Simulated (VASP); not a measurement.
## Bi: single point with PBEsol

Crystal: Bi.

```
Bi
1.0
    -1.95465    1.95465    1.95465
     1.95465   -1.95465    1.95465
     1.95465    1.95465   -1.95465
Bi
1
Cartesian
  0.0000 0.0000 0.0000
```

This cell differs from its parent crystal: volume scaled by 0.96.

```
Program                : VASP 6.6.1
Task                   : single point
Functional             : PBEsol
Potentials or basis    : VASP PAW PBE potentials, release 64 (Bi_d)
Cutoff                 : 520 eV
k mesh                 : 9 × 9 × 9
Occupations            : fermi-dirac, width 0.05 eV
Spin                   : no spin polarisation
Dipole correction      : no
Further INCAR settings : ALGO = Fast; EDIFF = 1e-07; NBANDS = 14
```

The pressure is 0.2 GPa.

Levels at points of the mesh, in eV from the Fermi level:
| k point | band 3 | band 4 | band 5 | band 6 | band 7 | band 8 | band 9 | band 10 | band 11 | band 12 |
| --- | --- | --- | --- | --- | --- | --- | --- | --- | --- | --- |
| (0.00, 0.00, 0.00) | -23.06 | -22.91 | -22.91 | -13.90 | 5.34 | 5.34 | 5.34 | 9.57 | 10.41 | 10.41 |

Wall time 8.8 s on 1 thread of Intel(R) Xeon(R) 6975P-C (Granite Rapids), with other jobs on the host, peak memory 0.15 GiB.

Caveat: the PAW data sets were made with another functional, which shifts forces and pressure a little; spin-orbit coupling is left out, which moves the levels of the heavy elements.
